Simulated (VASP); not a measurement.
# BaTiO3: single point with r2SCAN

Crystal: BaTiO3.

```
Ba Ti O
1.0
     3.99397    0.00000    0.00000
     0.00000    3.99397    0.00000
     0.00000    0.00000    3.99410
Ba Ti O
1 1 3
Cartesian
  0.0000 0.0000 0.0000
  1.8970 1.9970 1.9971
  1.9970 1.9970 0.0000
  1.9970 0.0000 1.9971
  0.0000 1.9970 1.9971
```

This cell differs from its parent crystal: atom 2 (Ti) moved -0.100 Å along Cartesian [1 0 0].

| Quantity | Value |
| --- | --- |
| Program | VASP 6.6.1 |
| Task | single point |
| Functional | r2SCAN |
| Potentials or basis | VASP PAW PBE potentials, release 64 (Ba_sv, Ti_sv, O) |
| Cutoff | 520 eV |
| k mesh | 8 × 8 × 8 |
| Occupations | gaussian, width 0.05 eV |
| Spin | no spin polarisation |
| Dipole correction | no |
| Further INCAR settings | ALGO = Normal; EDIFF = 1e-06; NBANDS = 28 |

| Quantity | Value |
| --- | --- |
| Pressure | 2.6 GPa |
| Largest force | 0.377 eV/Å |
| Band gap on the k mesh | 2.16 eV (least direct gap 2.42 eV) |

Forces on the atoms (eV/Å):
```
Ba  -0.377  0.000  0.000
Ti   0.218  0.000  0.000
O   -0.100  0.000  0.000
O   -0.100  0.000  0.000
O    0.359  0.000  0.000
```

Stress tensor (GPa, compression positive):
```
3.41 0.00 0.00
0.00 2.18 0.00
0.00 0.00 2.17
```

Levels at points of the mesh, in eV from the valence-band top:
| k point | band 16 | band 17 | band 18 | band 19 | band 20 | band 21 | band 22 | band 23 | band 24 | band 25 |
| --- | --- | --- | --- | --- | --- | --- | --- | --- | --- | --- |
| (0.00, 0.00, 0.00) | -1.25 | -1.16 | -0.28 | -0.26 | -0.26 | 2.16 | 2.33 | 2.33 | 4.26 | 4.37 |
| (0.50, 0.00, 0.00) | -1.95 | -1.94 | -1.94 | -0.75 | -0.75 | 2.32 | 3.96 | 3.96 | 4.27 | 6.45 |
| (0.00, 0.50, 0.00) | -1.96 | -1.83 | -1.72 | -0.93 | -0.85 | 2.48 | 3.88 | 3.91 | 4.34 | 6.32 |
| (0.50, 0.50, 0.00) | -2.70 | -1.78 | -0.90 | -0.89 | -0.16 | 3.90 | 3.97 | 4.36 | 5.18 | 8.14 |
| (0.00, 0.00, 0.50) | -1.96 | -1.83 | -1.72 | -0.93 | -0.85 | 2.48 | 3.88 | 3.91 | 4.34 | 6.32 |
| (0.50, 0.00, 0.50) | -2.70 | -1.78 | -0.90 | -0.89 | -0.16 | 3.90 | 3.97 | 4.36 | 5.18 | 8.14 |
| (0.00, 0.50, 0.50) | -2.70 | -1.83 | -1.02 | -1.02 | -0.09 | 3.92 | 3.92 | 4.34 | 5.14 | 8.12 |
| (0.50, 0.50, 0.50) | -2.47 | -2.41 | -0.07 | -0.07 | 0.00 | 4.58 | 4.59 | 4.59 | 7.24 | 7.43 |

Wall time 17 min on 1 thread of Oxide Virtual Turin-like Processor, on a shared host, peak memory 0.3 GiB.

Caveat: the cell differs from its parent crystal (atom 2 (Ti) moved -0.100 Å along Cartesian [1 0 0]); the PAW data sets were made with another functional, which shifts forces and pressure a little; spin-orbit coupling is left out, which moves the levels of the heavy elements. A k mesh can miss the band edges.
